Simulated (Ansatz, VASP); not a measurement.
## One calculation of Rb, two programs

The input INCAR:

```
SYSTEM = Rb
ALGO     = Normal         ! electronic algorithm
EDIFF    = 1E-6           ! SCF threshold, eV
ENCUT    = 520            ! plane-wave cutoff, eV
GGA      = PE             ! functional
ISIF     = 2              ! what is computed and relaxed
ISMEAR   = -1             ! smearing method
LASPH    = .TRUE.         ! aspherical terms in the spheres
LCHARG   = .FALSE.        ! write CHGCAR
LREAL    = .FALSE.        ! projectors in reciprocal space
LWAVE    = .FALSE.        ! write WAVECAR
NBANDS   = 26             ! bands
NELM     = 60             ! most SCF steps
PREC     = Accurate       ! precision mode
SIGMA    = 0.1            ! smearing width, eV
```

KPOINTS

```
k-points
0
G
  7 7 2
  0 0 0
```

The input POSCAR:

```
Rb
1.0
    4.6369625076      0.0000000000      0.0000000000
   -2.3184812538      4.0157273280      0.0000000000
    0.0000000000      0.0000000000     15.3437378912
Rb
4
Direct
    0.0000000000      0.0000000000      0.0000000000
    0.0000000000      0.0000000000      0.5000000000
    0.3333333333      0.6666666667      0.2500000000
    0.6666666667      0.3333333333      0.7500000000
```

Input for Ansatz:

```yaml
crystal:
  lattice:
    - [4.6369625076, 0.0, 0.0]
    - [-2.3184812538, 4.015727328, 0.0]
    - [0.0, 0.0, 15.3437378912]
  atoms:
    - { symbol: Rb, position: [0.0, 0.0, 0.0] }
    - { symbol: Rb, position: [0.0, 0.0, 0.5] }
    - { symbol: Rb, position: [0.3333333333, 0.6666666667, 0.25] }
    - { symbol: Rb, position: [0.6666666667, 0.3333333333, 0.75] }
kpoints:
  mp_grid: { grid: [7, 7, 2] }
scf:
  occupations: { method: fermi_dirac, width: 0.1 }
hamiltonian:
  xc: pbe
  pseudopotentials: { kind: all_electron, lapw: { basis_error: 0.001 } }
output:
  forces: true
  stress: true
  eigenvalues: true
  populations: true
```

Change from the starting cell: volume scaled by 0.78, LAPW.

Alike in both runs: task single point; functional PBE; k mesh 7 × 7 × 2; occupations fermi-dirac, width 0.1 eV; no spin polarisation.

|  | VASP | Ansatz |
| --- | --- | --- |
| version | VASP 6.6.1 | Ansatz 0.2.0 |
| potentials or method | VASP PAW PBE potentials, release 64 (Rb_sv), cutoff 520 eV | all-electron LAPW, scalar-relativistic |

|  | VASP | Ansatz | Ansatz less VASP |
| --- | --- | --- | --- |
| pressure (GPa) | 1.1 | 1.1 | 0.00 |

Ansatz ran all-electron here, and VASP with PAW potentials.
